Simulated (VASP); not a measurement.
# Ga (P2_1/m) in VASP: further runs

The runs below take Ga through single point, with PBE.

Everything below comes from runs of VASP 6.6.1. Logs are shortened: lines on timing, memory, paths and dates and some standing lists are left out, and cuts for length are marked.

## 1. The cell of the first run

It takes space group P2_1/m (No. 11, monoclinic). The conventional cell has a = 2.778 Å, b = 3.282 Å, c = 4.210 Å, α = 90.00°, β = 108.61°, γ = 90.00°. Ga (site symmetry m) has 10 Ga at 2.71 to 3.28 Å within 3.6 Å.

## 2. Single point, PBE

File INCAR:

```
ALGO = Normal
EDIFF = 1E-7
ENCUT = 520
GGA = PE
ISIF = 2
ISMEAR = 0
LASPH = True
LCHARG = True
LELF = True
LREAL = False
LVHAR = True
LWAVE = False
NBANDS = 20
NELM = 100
PREC = Accurate
SIGMA = 0.1
```

File KPOINTS:

```
k-points
0
Gamma
  6 6 4
```

File POSCAR:

```
Ga
1.0
    2.7784220849      0.0000000000      0.0000000000
    0.0000000000      3.2816087900      0.0000000000
   -1.3434310986      0.0000000000      3.9902731763
Ga
2
Direct
    0.8654037300      0.2500000000      0.2298331700
    0.1345962700      0.7500000000      0.7701668300
```

Potentials or basis: VASP PAW PBE potentials, release 64 (Ga_d).

Launch:

```sh
$ cat potpaw_PBE.64/Ga_d/POTCAR > POTCAR
$ mpirun -np 1 vasp_std > vasp.out
```

OUTCAR:

```text
EDIFF = 1E-7
   ENCUT = 520
   GGA = PE
   ISIF = 2
   ISMEAR = 0
   LASPH = True
   LREAL = False
   NELM = 100
   PREC = Accurate

 ion  position               nearest neighbor table
   1  0.865  0.250  0.230-   2 2.71   2 2.71   2 2.81   2 2.81   2 2.84   2 2.84
   2  0.135  0.750  0.770-   1 2.71   1 2.71   1 2.81   1 2.81   1 2.84   1 2.84

  LATTYP: Found a simple monoclinic cell.
 ALAT       =     2.7784220849
 B/A-ratio  =     1.1811052064
 C/A-ratio  =     1.5153762184
 COS(beta)  =    -0.3190778872

  Lattice vectors:

 A1 = (   2.7784220849,   0.0000000000,   0.0000000000)
 A2 = (   0.0000000000,   3.2816087900,   0.0000000000)
 A3 = (  -1.3434310986,   0.0000000000,   3.9902731763)

Analysis of symmetry for initial positions (statically):
=====================================================================
 Subroutine PRICEL returns:
 Original cell was already a primitive cell.

 Routine SETGRP: Setting up the symmetry group for a
 simple monoclinic supercell.

 Subroutine GETGRP returns: Found  4 space group operations
 (whereof  2 operations were pure point group operations)
 out of a pool of  4 trial point group operations.

The static configuration has the point symmetry S_2 .
 The point group associated with its full space group is C_2h.

Analysis of symmetry for dynamics (positions and initial velocities):
=====================================================================
 Subroutine PRICEL returns:
 Original cell was already a primitive cell.

 Routine SETGRP: Setting up the symmetry group for a
 simple monoclinic supercell.

 Subroutine GETGRP returns: Found  4 space group operations
 (whereof  2 operations were pure point group operations)
 out of a pool of  4 trial point group operations.

The dynamic configuration has the point symmetry S_2 .
 The point group associated with its full space group is C_2h.

 Subroutine INISYM returns: Found  4 space group operations
 (whereof  2 operations are pure point group operations),
 and found     1 'primitive' translations

----------------------------------------------------------------------------------------

                                     Primitive cell

  volume of cell :      36.3821

  direct lattice vectors                    reciprocal lattice vectors
     2.778422085  0.000000000  0.000000000     0.359916517  0.000000000  0.121175424
     0.000000000  3.281608790  0.000000000     0.000000000  0.304728584  0.000000000
    -1.343431099  0.000000000  3.990273176     0.000000000  0.000000000  0.250609408

  length of vectors
     2.778422085  3.281608790  4.210354752     0.379767538  0.304728584  0.250609408

  position of ions in fractional coordinates (direct lattice)
     0.865403730  0.250000000  0.229833170
     0.134596270  0.750000000  0.770166830

  ion indices of the primitive-cell ions
   primitive index   ion index
                 1           1
                 2           2

----------------------------------------------------------------------------------------

 KPOINTS: k-points

Automatic generation of k-mesh.
 Grid dimensions read from file:
 generate k-points for:    6    6    4

 Generating k-lattice:

  Cartesian coordinates                     Fractional coordinates (reciprocal lattice)
     0.059986086  0.000000000  0.020195904     0.166666667  0.000000000 -0.000000000
     0.000000000  0.050788097  0.000000000     0.000000000  0.166666667  0.000000000
     0.000000000  0.000000000  0.062652352     0.000000000  0.000000000  0.250000000

  Length of vectors
     0.063294590  0.050788097  0.062652352

  Shift w.r.t. Gamma in fractional coordinates (k-lattice)
     0.000000000  0.000000000  0.000000000

 Subroutine IBZKPT returns following result:
 ===========================================

 Found     56 irreducible k-points:

 Following reciprocal coordinates:
            Coordinates               Weight
  0.000000  0.000000  0.000000      1.000000
  0.166667  0.000000 -0.000000      2.000000
  0.333333  0.000000  0.000000      2.000000
  0.500000  0.000000 -0.000000      1.000000
  0.000000  0.166667  0.000000      2.000000
  0.166667  0.166667 -0.000000      4.000000
[... 16 lines left out ...]
  0.000000  0.166667  0.250000      4.000000
  0.166667  0.166667  0.250000      4.000000
 [... further k-points ...]
   k-points           NKPTS =     56   k-points in BZ     NKDIM =     56   number of bands    NBANDS=     20
   number of dos      NEDOS =    301   number of ions     NIONS =      2
   total plane-waves  NPLWV =  18432
   dimension x,y,z NGX =    24 NGY =   24 NGZ =   32
   dimension x,y,z NGXF=    48 NGYF=   48 NGZF=   64
   ions per type =               2
   NGX,Y,Z   is equivalent  to a cutoff of  14.36, 12.16, 12.64 a.u.
   NGXF,Y,Z  is equivalent  to a cutoff of  28.72, 24.32, 25.27 a.u.
 SYSTEM =  unknown system
   PREC   = accura    normal or accurate (medium, high low for compatibility)
   ISTART =      0    job   : 0-new  1-cont  2-samecut
   ICHARG =      2    charge: 1-file 2-atom 10-const
   ISPIN  =      1    spin polarized calculation?
   LNONCOLLINEAR =      F non collinear calculations
   LSORBIT =      F    spin-orbit coupling
   LASPH  =      T    aspherical Exc in radial PAW
   ENCUT  =  520.0 eV  38.22 Ry    6.18 a.u.   5.17  6.10  7.83*2*pi/ulx,y,z
   NELM   =    100;   NELMIN=  2; NELMDL= -5     # of ELM steps
   EDIFF  = 0.1E-06   stopping-criterion for ELM
   LREAL  =      F    real-space projection
   EDIFFG = 0.1E-05   stopping-criterion for IOM
   NSW    =      0    number of steps for IOM
   IBRION =     -1    ionic relax: 0-MD 1-quasi-New 2-CG
   NFREE  =      0    steps in history (QN), initial steepest desc. (CG)
   ISIF   =      2    stress and relaxation
   ISYM   =      2    0-nonsym 1-usesym 2-fastsym
   POTIM  = 0.5000    time-step for ionic-motion
   TEBEG  =    0.0;   TEEND  =   0.0 temperature during run
   PSTRESS=    0.0 pullay stress
   NELECT =      26.0000    total number of electrons
   NUPDOWN=      -1.0000    fix difference up-down
   EMIN   =  10.00;   EMAX   =-10.00  energy-range for DOS
   EFERMI =   0.00;   METHOD = LEGACY
   ISMEAR =     0;   SIGMA  =   0.10  broadening in eV -4-tet -1-fermi 0-gaus
   EFERMI_NEDOS =   21; number of points for ismear=-14 and -15
   IALGO  =     38    algorithm
   IMIX   =      4    mixing-type and parameters
     AMIX     =   0.40;   BMIX     =  1.00
     AMIX_MAG =   1.60;   BMIX_MAG =  1.00
  volume/ion in A,a.u.               =      18.19       122.76
  Fermi-wavevector in a.u.,A,eV,Ry     =   1.463648  2.765894 29.147302  2.142266
  Thomas-Fermi vector in A             =   2.579718
   LORBIT       =      0    0 simple, 1 ext, 2 COOP (PROOUT), +10 PAW based schemes
   GGA     = PE    functional components
   LHFCALC =     F    Hartree Fock is set to
   AEXX    =    0.0000 exact exchange contribution
   IVDW    =     0    specifies the selected vdW correction
   LEPSILON=     F    determine dielectric tensor
   LRPA    =     F    only Hartree local field effects (RPA)
 non-spin polarized calculation
 Gauss-broadening in eV      SIGMA  =   0.10
  energy-cutoff  :      520.00
  volume of cell :       36.38
 maximum number of plane-waves:      1000
 NGX is ok and might be reduce to    24
   NGX = 11   NGY = 13   NGZ = 15

 number of electron      26.0000010 magnetization

 Free energy of the ion-electron system (eV)
  ---------------------------------------------------
  ext. energy  EPLUGINS =         0.00000000
  ---------------------------------------------------
  free energy    TOTEN  =        -5.74468621 eV

  energy without entropy =       -5.74045542  energy(sigma->0) =       -5.74257081

 E-fermi :   5.6898     XC(G=0): -11.1503

 val. band max:        5.6726373426   @ k =  -0.3333   0.1667   0.2500
 cond. band min:       5.8132409986   @ k =   0.5000   0.0000   0.5000
 fundamental gap:      0.1406036560
 Fermi energy:         5.6898023116

 k-point     1 :       0.0000    0.0000    0.0000
  band No.  band energies     occupation
      1      -9.3436      2.00000
      2      -9.3352      2.00000
      3      -9.2724      2.00000
      4      -9.2634      2.00000
      5      -9.0075      2.00000
      6      -9.0065      2.00000
[... 12 lines left out ...]
     19      16.9201      0.00000
     20      18.7916      0.00000

 k-point     2 :       0.1667    0.0000   -0.0000
  band No.  band energies     occupation
      1      -9.3162      2.00000
      2      -9.3065      2.00000
      3      -9.2248      2.00000
      4      -9.1630      2.00000
      5      -9.0528      2.00000
      6      -9.0415      2.00000
[... 12 lines left out ...]
     19      17.4975      0.00000
     20      20.8819      0.00000

 k-point     3 :       0.3333    0.0000    0.0000
  band No.  band energies     occupation
      1      -9.2842      2.00000
      2      -9.2552      2.00000
      3      -9.1641      2.00000
      4      -9.1481      2.00000
      5      -9.1457      2.00000
      6      -9.0187      2.00000
[... 12 lines left out ...]
     19      17.7791      0.00000
     20      18.9610      0.00000

 k-point     4 :       0.5000    0.0000   -0.0000
  band No.  band energies     occupation
      1      -9.2716      2.00000
      2      -9.2667      2.00000
      3      -9.2005      2.00000
      4      -9.1651      2.00000
      5      -9.1496      2.00000
      6      -9.0214      2.00000
[... 12 lines left out ...]
     19      16.4979      0.00000
     20      17.1720      0.00000

 k-point     5 :       0.0000    0.1667    0.0000
  band No.  band energies     occupation
      1      -9.3557      2.00000
      2      -9.2962      2.00000
      3      -9.2654      2.00000
      4      -9.2275      2.00000
      5      -9.0473      2.00000
      6      -9.0434      2.00000
[... 12 lines left out ...]
     19      16.4987      0.00000
     20      18.7050      0.00000

 k-point     6 :       0.1667    0.1667   -0.0000
  band No.  band energies     occupation
      1      -9.3228      2.00000
      2      -9.2624      2.00000
      3      -9.2133      2.00000
      4      -9.1507      2.00000
      5      -9.1088      2.00000
      6      -9.0568      2.00000
[... 12 lines left out ...]
     19      16.0722      0.00000
     20      20.0701      0.00000

 k-point     7 :       0.3333    0.1667    0.0000
  band No.  band energies     occupation
      1      -9.3030      2.00000
      2      -9.2122      2.00000
      3      -9.2029      2.00000
      4      -9.1515      2.00000
      5      -9.1118      2.00000
      6      -9.0305      2.00000
[... 12 lines left out ...]
     19      16.6132      0.00000
     20      17.9405      0.00000
[... 277 lines left out ...]
 k-point    20 :       0.5000    0.0000    0.2500
  band No.  band energies     occupation
      1      -9.2912      2.00000
      2      -9.2595      2.00000
      3      -9.2074      2.00000
      4      -9.1507      2.00000
      5      -9.0880      2.00000
      6      -9.0591      2.00000
[... 12 lines left out ...]
     19      16.8087      0.00000
     20      16.9759      0.00000

 k-point    21 :      -0.3333    0.0000    0.2500
  band No.  band energies     occupation
      1      -9.2968      2.00000
      2      -9.2551      2.00000
      3      -9.1840      2.00000
      4      -9.1293      2.00000
      5      -9.1199      2.00000
      6      -9.0366      2.00000
[... 12 lines left out ...]
     19      18.3635      0.00000
     20      19.8233      0.00000

 k-point    22 :      -0.1667    0.0000    0.2500
  band No.  band energies     occupation
      1      -9.2939      2.00000
      2      -9.2934      2.00000
      3      -9.2452      2.00000
      4      -9.1387      2.00000
      5      -9.0676      2.00000
      6      -9.0601      2.00000
[... 12 lines left out ...]
     19      16.6359      0.00000
     20      22.2488      0.00000

 k-point    23 :       0.0000    0.1667    0.2500
  band No.  band energies     occupation
      1      -9.3551      2.00000
      2      -9.2722      2.00000
      3      -9.2395      2.00000
      4      -9.1745      2.00000
      5      -9.0784      2.00000
      6      -9.0155      2.00000
[... 12 lines left out ...]
     19      18.1153      0.00000
     20      18.7480      0.00000

 k-point    24 :       0.1667    0.1667    0.2500
  band No.  band energies     occupation
      1      -9.2854      2.00000
      2      -9.2393      2.00000
      3      -9.1930      2.00000
      4      -9.1129      2.00000
      5      -9.0896      2.00000
      6      -9.0757      2.00000
[... 12 lines left out ...]
     19      18.1802      0.00000
     20      19.2139      0.00000

 [... further k-points ...]
[... 5 lines left out ...]
  --------------------------------------------------------------------------------------
  -------------------------------------------------------------------------------------
  Total        1.1267307      0.6560276      0.3481791      0.0000000      0.0000000      0.1825807
  in kB       49.6184350     28.8898327     15.3329458      0.0000000      0.0000000      8.0404008
  external PRESSURE =      31.2804045 kB  Pullay stress =       0.0000000 kB

 VOLUME and BASIS-vectors are now :
 -----------------------------------------------------------------------------
  energy-cutoff  :      520.00
  volume of cell :       36.38
      direct lattice vectors                 reciprocal lattice vectors
     2.778422085  0.000000000  0.000000000     0.359916517  0.000000000  0.121175424
     0.000000000  3.281608790  0.000000000     0.000000000  0.304728584  0.000000000
    -1.343431099  0.000000000  3.990273176     0.000000000  0.000000000  0.250609408

 POSITION                                       TOTAL-FORCE (eV/Angst)
 -----------------------------------------------------------------------------------
      2.09569      0.82040      0.91710         0.010033     -0.000000      0.013468
     -0.66070      2.46121      3.07318        -0.010033      0.000000     -0.013468
 -----------------------------------------------------------------------------------
    total drift:                               -0.000000     -0.000000      0.000000

  FREE ENERGIE OF THE ION-ELECTRON SYSTEM (eV)
  ---------------------------------------------------
  free  energy   TOTEN  =        -5.7446862061 eV

  energy  without entropy=       -5.7404554178  energy(sigma->0) =       -5.74257081
```

Wall time 47 s (1 thread of AMD EPYC 7R43 (Zen 3), shared host); peak memory 0.13 GiB.

Results:

| Item | Value |
| --- | --- |
| Free energy | -5.7447 eV |
| Pressure | 3.1 GPa |
| Largest force | 0.017 eV/Å |
| Band gap on the k mesh | zero (band 13 reaches 9.88 eV, above the bottom of band 14 at 1.46 eV) |

Forces on the atoms (eV/Å):
```
Ga   0.010  0.000  0.013
Ga  -0.010  0.000 -0.013
```

Caveat: the k points lie up to 0.40 Å⁻¹ apart.

(Continued in part 2 of 2.)
